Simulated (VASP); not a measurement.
# Zr3SbH (Pm-3m) in VASP: a series of runs

The runs below take Zr3SbH through single point, with PBE.

Program: VASP 6.6.1. These are calculated values, not measurements. Logs are shortened: lines on timing, memory, paths and dates and some standing lists are left out, and cuts for length are marked.

### 1 The cell of the first run

It takes space group Pm-3m (No. 221, cubic). The conventional cell has a = 4.468 Å, b = 4.468 Å, c = 4.468 Å, α = 90.00°, β = 90.00°, γ = 90.00°. Within 3.0 Å of Zr (site symmetry 4/mmm) lie 2 H at 2.23 Å. Sb (site symmetry m-3m) has 12 Zr at 3.16 Å and 8 H at 3.87 Å within 4.2 Å. Within 3.0 Å of H (site symmetry m-3m) lie 6 Zr at 2.23 Å.

### 2 Single point, PBE

INCAR reads:

```
PREC = Accurate
ENCUT = 520
EDIFF = 1E-6
ISMEAR = 0
SIGMA = 0.1
LREAL = F
LASPH = T
NELM = 60
ALGO = Normal
ISIF = 2
LWAVE = F
LCHARG = F
GGA = PE
NBANDS = 29
```

KPOINTS reads:

```
Automatic mesh
0
Gamma
  8 8 8
```

POSCAR reads:

```
Zr3SbH
1.0
    4.4683413790      0.0000000000      0.0000000000
    0.0000000000      4.4683413790      0.0000000000
    0.0000000000      0.0000000000      4.4683413790
Zr Sb H
3 1 1
Direct
    0.0000000000      0.5000000000      0.5000000000
    0.5000000000      0.0000000000      0.5000000000
    0.5000000000      0.5000000000      0.0000000000
    0.0000000000      0.0000000000      0.0000000000
    0.5000000000      0.5000000000      0.5000000000
```

Potentials or basis: VASP PAW PBE potentials, release 64 (Zr_sv, Sb, H).

Run with:

```
$ cat potpaw_PBE.64/Zr_sv/POTCAR potpaw_PBE.64/Sb/POTCAR potpaw_PBE.64/H/POTCAR > POTCAR
$ mpirun -np 1 vasp_std > vasp.out
```

OUTCAR:

```text
PREC = Accurate
   ENCUT = 520
   EDIFF = 1E-6
   ISMEAR = 0
   LREAL = F
   LASPH = T
   NELM = 60
   ISIF = 2
   GGA = PE

 ion  position               nearest neighbor table
   1  0.000  0.500  0.500-   5 2.23   5 2.23   4 3.16   2 3.16   3 3.16   4 3.16   2 3.16   4 3.16
                             4 3.16   2 3.16   3 3.16   3 3.16   3 3.16   2 3.16
   2  0.500  0.000  0.500-   5 2.23   5 2.23   4 3.16   1 3.16   3 3.16   4 3.16   1 3.16   3 3.16
                             3 3.16   3 3.16   1 3.16   4 3.16   4 3.16   1 3.16
   3  0.500  0.500  0.000-   5 2.23   5 2.23   4 3.16   1 3.16   1 3.16   2 3.16   2 3.16   2 3.16
                             4 3.16   2 3.16   1 3.16   4 3.16   1 3.16   4 3.16
   4  0.000  0.000  0.000-   1 3.16   2 3.16   3 3.16   1 3.16   2 3.16   1 3.16   3 3.16   1 3.16
                             2 3.16   3 3.16   2 3.16   3 3.16
   5  0.500  0.500  0.500-   1 2.23   2 2.23   3 2.23   3 2.23   2 2.23   1 2.23

  LATTYP: Found a simple cubic cell.
 ALAT       =     4.4683413790

  Lattice vectors:

 A1 = (   4.4683413790,   0.0000000000,   0.0000000000)
 A2 = (   0.0000000000,   4.4683413790,   0.0000000000)
 A3 = (   0.0000000000,   0.0000000000,   4.4683413790)

Analysis of symmetry for initial positions (statically):
=====================================================================
 Subroutine PRICEL returns:
 Original cell was already a primitive cell.

 Routine SETGRP: Setting up the symmetry group for a
 simple cubic supercell.

 Subroutine GETGRP returns: Found 48 space group operations
 (whereof 48 operations were pure point group operations)
 out of a pool of 48 trial point group operations.

The static configuration has the point symmetry O_h .

Analysis of symmetry for dynamics (positions and initial velocities):
=====================================================================
 Subroutine PRICEL returns:
 Original cell was already a primitive cell.

 Routine SETGRP: Setting up the symmetry group for a
 simple cubic supercell.

 Subroutine GETGRP returns: Found 48 space group operations
 (whereof 48 operations were pure point group operations)
 out of a pool of 48 trial point group operations.

The dynamic configuration has the point symmetry O_h .

 Subroutine INISYM returns: Found 48 space group operations
 (whereof 48 operations are pure point group operations),
 and found     1 'primitive' translations

----------------------------------------------------------------------------------------

                                     Primitive cell

  volume of cell :      89.2152

  direct lattice vectors                    reciprocal lattice vectors
     4.468341379  0.000000000  0.000000000     0.223796688  0.000000000  0.000000000
     0.000000000  4.468341379  0.000000000     0.000000000  0.223796688  0.000000000
     0.000000000  0.000000000  4.468341379     0.000000000  0.000000000  0.223796688

  length of vectors
     4.468341379  4.468341379  4.468341379     0.223796688  0.223796688  0.223796688

  position of ions in fractional coordinates (direct lattice)
     0.000000000  0.500000000  0.500000000
     0.500000000  0.000000000  0.500000000
     0.500000000  0.500000000  0.000000000
     0.000000000  0.000000000  0.000000000
     0.500000000  0.500000000  0.500000000

  ion indices of the primitive-cell ions
   primitive index   ion index
                 1           1
                 2           2
                 3           3
                 4           4
                 5           5

----------------------------------------------------------------------------------------

 KPOINTS: Automatic mesh

Automatic generation of k-mesh.
 Grid dimensions read from file:
 generate k-points for:    8    8    8

 Generating k-lattice:

  Cartesian coordinates                     Fractional coordinates (reciprocal lattice)
     0.027974586  0.000000000  0.000000000     0.125000000  0.000000000  0.000000000
     0.000000000  0.027974586  0.000000000     0.000000000  0.125000000  0.000000000
     0.000000000  0.000000000  0.027974586     0.000000000  0.000000000  0.125000000

  Length of vectors
     0.027974586  0.027974586  0.027974586

  Shift w.r.t. Gamma in fractional coordinates (k-lattice)
     0.000000000  0.000000000  0.000000000

 Subroutine IBZKPT returns following result:
 ===========================================

 Found     35 irreducible k-points:

 Following reciprocal coordinates:
            Coordinates               Weight
  0.000000  0.000000  0.000000      1.000000
  0.125000  0.000000  0.000000      6.000000
  0.250000  0.000000  0.000000      6.000000
  0.375000  0.000000  0.000000      6.000000
  0.500000  0.000000  0.000000      3.000000
  0.125000  0.125000  0.000000     12.000000
[... 16 lines left out ...]
  0.375000  0.375000  0.125000     24.000000
  0.500000  0.375000  0.125000     24.000000
 [... further k-points ...]
   k-points           NKPTS =     35   k-points in BZ     NKDIM =     35   number of bands    NBANDS=     29
   number of dos      NEDOS =    301   number of ions     NIONS =      5
   total plane-waves  NPLWV =  46656
   dimension x,y,z NGX =    36 NGY =   36 NGZ =   36
   dimension x,y,z NGXF=    72 NGYF=   72 NGZF=   72
   ions per type =               3   1   1
   NGX,Y,Z   is equivalent  to a cutoff of  13.39, 13.39, 13.39 a.u.
   NGXF,Y,Z  is equivalent  to a cutoff of  26.79, 26.79, 26.79 a.u.
 SYSTEM =  unknown system
   PREC   = accura    normal or accurate (medium, high low for compatibility)
   ISTART =      0    job   : 0-new  1-cont  2-samecut
   ICHARG =      2    charge: 1-file 2-atom 10-const
   ISPIN  =      1    spin polarized calculation?
   LNONCOLLINEAR =      F non collinear calculations
   LSORBIT =      F    spin-orbit coupling
   LASPH  =      T    aspherical Exc in radial PAW
   ENCUT  =  520.0 eV  38.22 Ry    6.18 a.u.   8.31  8.31  8.31*2*pi/ulx,y,z
   NELM   =     60;   NELMIN=  2; NELMDL= -5     # of ELM steps
   EDIFF  = 0.1E-05   stopping-criterion for ELM
   LREAL  =      F    real-space projection
   EDIFFG = 0.1E-04   stopping-criterion for IOM
   NSW    =      0    number of steps for IOM
   IBRION =     -1    ionic relax: 0-MD 1-quasi-New 2-CG
   NFREE  =      0    steps in history (QN), initial steepest desc. (CG)
   ISIF   =      2    stress and relaxation
   ISYM   =      2    0-nonsym 1-usesym 2-fastsym
   POTIM  = 0.5000    time-step for ionic-motion
   TEBEG  =    0.0;   TEEND  =   0.0 temperature during run
   PSTRESS=    0.0 pullay stress
   NELECT =      42.0000    total number of electrons
   NUPDOWN=      -1.0000    fix difference up-down
   EMIN   =  10.00;   EMAX   =-10.00  energy-range for DOS
   EFERMI =   0.00;   METHOD = LEGACY
   ISMEAR =     0;   SIGMA  =   0.10  broadening in eV -4-tet -1-fermi 0-gaus
   EFERMI_NEDOS =   21; number of points for ismear=-14 and -15
   IALGO  =     38    algorithm
   IMIX   =      4    mixing-type and parameters
     AMIX     =   0.40;   BMIX     =  1.00
     AMIX_MAG =   1.60;   BMIX_MAG =  1.00
  volume/ion in A,a.u.               =      17.84       120.41
  Fermi-wavevector in a.u.,A,eV,Ry     =   1.273537  2.406636 22.067243  1.621897
  Thomas-Fermi vector in A             =   2.406355
   LORBIT       =      0    0 simple, 1 ext, 2 COOP (PROOUT), +10 PAW based schemes
   GGA     = PE    functional components
   LHFCALC =     F    Hartree Fock is set to
   AEXX    =    0.0000 exact exchange contribution
   IVDW    =     0    specifies the selected vdW correction
   LEPSILON=     F    determine dielectric tensor
   LRPA    =     F    only Hartree local field effects (RPA)
 non-spin polarized calculation
 Gauss-broadening in eV      SIGMA  =   0.10
  energy-cutoff  :      520.00
  volume of cell :       89.22
 maximum number of plane-waves:      2469
 NGX is ok and might be reduce to    36
   NGX = 17   NGY = 17   NGZ = 17

 number of electron      42.0000002 magnetization

 Free energy of the ion-electron system (eV)
  ---------------------------------------------------
  ext. energy  EPLUGINS =         0.00000000
  ---------------------------------------------------
  free energy    TOTEN  =       -35.58201021 eV

  energy without entropy =      -35.56281030  energy(sigma->0) =      -35.57241025

 E-fermi :  10.1660     XC(G=0): -11.3481

 val. band max:       10.1596445823   @ k =   0.3750   0.0000   0.0000
 cond. band min:      10.2079777282   @ k =   0.5000   0.2500   0.1250
 fundamental gap:      0.0483331459
 Fermi energy:        10.1659713549

 k-point     1 :       0.0000    0.0000    0.0000
  band No.  band energies     occupation
      1     -38.6293      2.00000
      2     -38.4579      2.00000
      3     -38.4579      2.00000
      4     -17.0087      2.00000
      5     -17.0087      2.00000
      6     -17.0087      2.00000
[... 21 lines left out ...]
     28      14.0340      0.00000
     29      15.2746      0.00000

 k-point     2 :       0.1250    0.0000    0.0000
  band No.  band energies     occupation
      1     -38.6235      2.00000
      2     -38.4637      2.00000
      3     -38.4578      2.00000
      4     -16.9923      2.00000
      5     -16.9923      2.00000
      6     -16.9865      2.00000
[... 21 lines left out ...]
     28      14.0297      0.00000
     29      14.8711      0.00000

 k-point     3 :       0.2500    0.0000    0.0000
  band No.  band energies     occupation
      1     -38.6074      2.00000
      2     -38.4797      2.00000
      3     -38.4577      2.00000
      4     -16.9480      2.00000
      5     -16.9480      2.00000
      6     -16.9221      2.00000
[... 21 lines left out ...]
     28      13.8054      0.00000
     29      14.0179      0.00000

 k-point     4 :       0.3750    0.0000    0.0000
  band No.  band energies     occupation
      1     -38.5857      2.00000
      2     -38.5014      2.00000
      3     -38.4575      2.00000
      4     -16.8919      2.00000
      5     -16.8919      2.00000
      6     -16.8242      2.00000
[... 21 lines left out ...]
     28      12.8973      0.00000
     29      14.2401      0.00000

 k-point     5 :       0.5000    0.0000    0.0000
  band No.  band energies     occupation
      1     -38.5722      2.00000
      2     -38.5148      2.00000
      3     -38.4574      2.00000
      4     -16.8617      2.00000
      5     -16.8617      2.00000
      6     -16.7462      2.00000
[... 21 lines left out ...]
     28      12.3839      0.00000
     29      14.2306      0.00000
[... 510 lines left out ...]
     28      12.9944      0.00000
     29      13.4102      0.00000

 k-point    22 :       0.5000    0.2500    0.1250
  band No.  band energies     occupation
      1     -38.5520      2.00000
      2     -38.5144      2.00000
      3     -38.4770      2.00000
      4     -16.9752      2.00000
      5     -16.9031      2.00000
      6     -16.7796      2.00000
[... 21 lines left out ...]
     28      12.9022      0.00000
     29      13.1108      0.00000

 k-point    23 :       0.3750    0.3750    0.1250
  band No.  band energies     occupation
      1     -38.5475      2.00000
      2     -38.5059      2.00000
      3     -38.4896      2.00000
      4     -17.0192      2.00000
      5     -16.9257      2.00000
      6     -16.7774      2.00000
[... 21 lines left out ...]
     28      12.8749      0.00000
     29      13.5134      0.00000

 k-point    24 :       0.5000    0.3750    0.1250
  band No.  band energies     occupation
      1     -38.5346      2.00000
      2     -38.5142      2.00000
      3     -38.4940      2.00000
      4     -17.0046      2.00000
      5     -16.9695      2.00000
      6     -16.7816      2.00000
[... 21 lines left out ...]
     28      13.0252      0.00000
     29      13.4824      0.00000

 [... further k-points ...]

------------------------ aborting loop because EDIFF is reached ----------------------------------------

  FORCE on cell =-STRESS in cart. coord.  units (eV):
  Direction    XX          YY          ZZ          XY          YZ          ZX
  --------------------------------------------------------------------------------------
  -------------------------------------------------------------------------------------
  Total        0.0326573      0.0326573      0.0326573     -0.0000000     -0.0000000      0.0000000
  in kB        0.5864784      0.5864784      0.5864784     -0.0000000     -0.0000000      0.0000000
  external PRESSURE =       0.5864784 kB  Pullay stress =       0.0000000 kB

 VOLUME and BASIS-vectors are now :
 -----------------------------------------------------------------------------
  energy-cutoff  :      520.00
  volume of cell :       89.22
      direct lattice vectors                 reciprocal lattice vectors
     4.468341379  0.000000000  0.000000000     0.223796688  0.000000000  0.000000000
     0.000000000  4.468341379  0.000000000     0.000000000  0.223796688  0.000000000
     0.000000000  0.000000000  4.468341379     0.000000000  0.000000000  0.223796688

 POSITION                                       TOTAL-FORCE (eV/Angst)
 -----------------------------------------------------------------------------------
      0.00000      2.23417      2.23417         0.000000      0.000000      0.000000
      2.23417      0.00000      2.23417         0.000000      0.000000      0.000000
      2.23417      2.23417      0.00000         0.000000      0.000000      0.000000
      0.00000      0.00000      0.00000         0.000000      0.000000      0.000000
      2.23417      2.23417      2.23417         0.000000      0.000000      0.000000
 -----------------------------------------------------------------------------------
    total drift:                                0.000000      0.000000      0.000000

  FREE ENERGIE OF THE ION-ELECTRON SYSTEM (eV)
  ---------------------------------------------------
  free  energy   TOTEN  =       -35.5820102115 eV

  energy  without entropy=      -35.5628102958  energy(sigma->0) =      -35.57241025
```

Run time: 68 s. Hardware: 1 thread of Intel Xeon Platinum 8375C at 2.90GHz (Ice Lake), shared host; peak memory 0.25 GiB.

Results:

| Quantity | Value |
| --- | --- |
| Free energy | -35.5820 eV |
| Pressure | 0.1 GPa |
| Band gap on the k mesh | zero (band 21 reaches 10.67 eV, above the bottom of band 22 at 8.47 eV) |

Levels at points of the mesh, in eV from the Fermi level:
```
           k point  band 18  band 19  band 20  band 21  band 22  band 23  band 24  band 25
(0.00, 0.00, 0.00)    -1.87    -1.87    -1.70    -1.70    -1.70     1.85     1.93     1.93
(0.50, 0.00, 0.00)    -1.31    -0.80     0.18     0.18     0.47     0.71     0.93     1.70
(0.50, 0.50, 0.00)    -1.00    -1.00    -0.83     0.39     0.39     0.85     1.41     1.41
(0.50, 0.50, 0.50)    -2.81    -2.81    -2.81     0.50     0.50     0.50     1.48     1.48
```

Caveat: spin-orbit coupling is left out, which moves the levels of the heavy elements.

### 3 Single point, PBE, collinear spin, ferromagnetic start

This run uses another cell than the first one, of 17.77 Å³/atom, 0.996 times its volume.

INCAR reads:

```
ALGO = Normal ; EDIFF = 1E-7
ENCUT = 520 ; GGA = PE
ISIF = 2 ; ISMEAR = 0
ISPIN = 2 ; LASPH = True
LCHARG = False ; LMAXMIX = 4
LORBIT = 11 ; LREAL = False
LWAVE = False ; MAGMOM = 1 1 1 0 0
NBANDS = 33 ; NELM = 150
PREC = Accurate ; SIGMA = 0.1
```

KPOINTS reads:

```
k-points
0
Gamma
  4 4 4
```

Edit POSCAR of step 2 so:

```diff
@@ -2,5 +2,5 @@
 1.0
-    4.4683413790      0.0000000000      0.0000000000
-    0.0000000000      4.4683413790      0.0000000000
-    0.0000000000      0.0000000000      4.4683413790
+    4.4620628726      0.0000000000      0.0000000000
+    0.0000000000      4.4620628726      0.0000000000
+    0.0000000000      0.0000000000      4.4620628726
 Zr Sb H
```

Potentials or basis: VASP PAW PBE potentials, release 64 (Zr_sv, Sb, H).

Run with:

```
$ cat potpaw_PBE.64/Zr_sv/POTCAR potpaw_PBE.64/Sb/POTCAR potpaw_PBE.64/H/POTCAR > POTCAR
$ mpirun -np 1 vasp_std > vasp.out
```

Wall time 59 s (1 thread of Intel Xeon Platinum 8375C at 2.90GHz (Ice Lake), shared host); peak memory 0.26 GiB.

The run converged. Its results:

```yaml
Free_energy: -35.6030 eV
Pressure: 0.2 GPa
Band_gap_on_the_k_mesh: zero (filled and empty bands overlap)
Net_moment: 0.00 μB per cell
Valence_electrons_inside_the_program's_atomic_spheres: Zr 9.90; Sb 2.48; H 0.55
```

Levels at points of the mesh, in eV from the Fermi level:
Spin up:
```
           k point  band 16  band 17  band 18  band 19  band 20  band 21  band 22  band 23  band 24  band 25
(0.00, 0.00, 0.00)    -2.38    -1.91    -1.91    -1.91    -1.69    -1.69    -1.69     1.89     1.94     1.94
(0.50, 0.00, 0.00)    -3.13    -3.13    -1.36    -0.78     0.14     0.14     0.47     0.71     0.87     1.73
(0.50, 0.50, 0.00)    -4.58    -3.62    -1.03    -1.03    -0.87     0.37     0.37     0.85     1.39     1.39
(0.50, 0.50, 0.50)    -3.03    -3.03    -2.86    -2.86    -2.86     0.49     0.49     0.49     1.46     1.46
```
Spin down:
```tsv
k point	band 18	band 19	band 20	band 21	band 22	band 23
(0.00, 0.00, 0.00)	-1.91	-1.91	-1.69	-1.69	-1.69	1.89
(0.50, 0.00, 0.00)	-1.36	-0.78	0.14	0.14	0.47	0.71
(0.50, 0.50, 0.00)	-1.03	-1.03	-0.87	0.37	0.37	0.85
(0.50, 0.50, 0.50)	-2.86	-2.86	-2.86	0.49	0.49	0.49
```

Caveat: spin-orbit coupling is left out, which moves the levels of the heavy elements.
